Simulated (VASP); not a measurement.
Input of a VASP 6.6.1 run:

The input INCAR:

```
PREC = Accurate
ENCUT = 520
EDIFF = 1E-6
ISMEAR = 0
SIGMA = 0.15
LREAL = F
LASPH = T
NELM = 60
ALGO = Fast
ISIF = 2
LWAVE = F
LCHARG = F
GGA = PE
NBANDS = 12
```

Contents of KPOINTS:

```
Automatic mesh
0
Gamma
  18 18 18
```

POSCAR

```
Cd
1.0
    0.0000000000      2.3443196358      2.2541534960
    2.2841337375      0.0000000000      2.2541534960
    2.2841337375      2.3443196358      0.0000000000
Cd
1
Direct
    0.0000000000      0.0000000000      0.0000000000
```

Potentials or basis: VASP PAW PBE potentials, release 64 (Cd).

Launch:

```bash
$ cat potpaw_PBE.64/Cd/POTCAR > POTCAR
$ mpirun -np 1 vasp_std > vasp.out
```

(1) Predict the band gap on the k mesh.

(2) Predict the pressure.

Answers

(1) zero (bands 6 and 7 overlap by 3.12 eV).

(2) -1.7 GPa.

Caveat: the cell differs from its parent crystal (normal strain along x +0.0133, normal strain along y +0.0400).
